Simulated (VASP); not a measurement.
The system is Sb.

```
Sb
1.0
     3.16000    0.00000    0.00000
     0.00000    3.16000    0.00000
     0.00000    0.00000    3.16000
Sb
1
Cartesian
  0.0000 0.0000 0.0000
```

```yaml
Program: VASP 6.6.1
Task: relaxation of cell and atoms
Functional: PBEsol
Potentials_or_basis: VASP PAW PBE potentials, release 64 (Sb)
Cutoff: 600 eV
k_mesh: 8 × 8 × 8
Occupations: fermi-dirac, width 0.05 eV
Spin: no spin polarisation
```

At the start: pressure -4.6 GPa; volume 31.55 Å³/atom.

**Question.** How do energy, volume and symmetry change on relaxing?

**Answer.** Over 3 steps the energy falls by 41.1 meV/atom and the volume is 28.94 Å³/atom (-8.3 %); space group Pm-3m (No. 221, to 0.05 Å).

Step by step:
```
step  energy change (eV)  largest force (eV/Å)  pressure (GPa)  volume (Å³)
   1              0.0000                0.0000           -4.63        31.55
   2             -0.0268                0.0000            3.48        27.57
   3             -0.0411                0.0000           -0.01        28.94
```

Final structure:
```yaml
crystal:
  lattice:
    - [3.07022, 0.00000, 0.00000]
    - [0.00000, 3.07022, 0.00000]
    - [0.00000, 0.00000, 3.07022]
  atoms:
    - { symbol: Sb, position: [0.00000, 0.00000, 0.00000] }
```

Caveat: the PAW data sets were made with another functional, which shifts forces and pressure a little.
